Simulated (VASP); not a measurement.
Wanted: the native input for a VASP 6.6.1 run.

```yaml
Task: single point
Functional: PBE
Potentials_or_basis: VASP PAW PBE potentials, release 64 (Ca_sv, O)
Cutoff: 520 eV
k_mesh: 11 × 11 × 11
Occupations: fermi-dirac, width 0.05 eV
Spin: no spin polarisation
Dipole_correction: no
Further_INCAR_settings: ALGO = Normal; EDIFF = 1e-06; NBANDS = 24
```

The structure of CaO lies in POSCAR:

```
CaO
1.0
   -1.6564414883      1.6564414883      8.4563527482
    1.6564414883     -1.6564414883      8.4563527482
    1.6564414883      1.6564414883     -8.4563527482
Ca O
2 2
Direct
    0.6795970000      0.6795970000      0.0000000000
    0.3204030000      0.3204030000      0.0000000000
    0.8181860000      0.8181860000      0.0000000000
    0.1818140000      0.1818140000      0.0000000000
```

One way to write it, as run:

INCAR

```
PREC = Accurate
ENCUT = 520
EDIFF = 1E-6
ISMEAR = -1
SIGMA = 0.05
LREAL = False
LASPH = True
NELM = 60
ALGO = Normal
ISIF = 2
LWAVE = False
LCHARG = False
GGA = PE
NBANDS = 24
```

KPOINTS

```
Automatic mesh
0
Gamma
  11 11 11
```

Potentials or basis: VASP PAW PBE potentials, release 64 (Ca_sv, O).

The run is started by

```console
$ cat potpaw_PBE.64/Ca_sv/POTCAR potpaw_PBE.64/O/POTCAR > POTCAR
$ mpirun -np 1 vasp_std > vasp.out
```

It gave:

The pressure is 1.1 GPa, the largest force is 0.102 eV/Å and the band gap on the k mesh is 2.08 eV.

It took 23 min on 1 thread of Intel(R) Xeon(R) 6975P-C (Granite Rapids), on a shared host, peak memory 0.81 GiB.
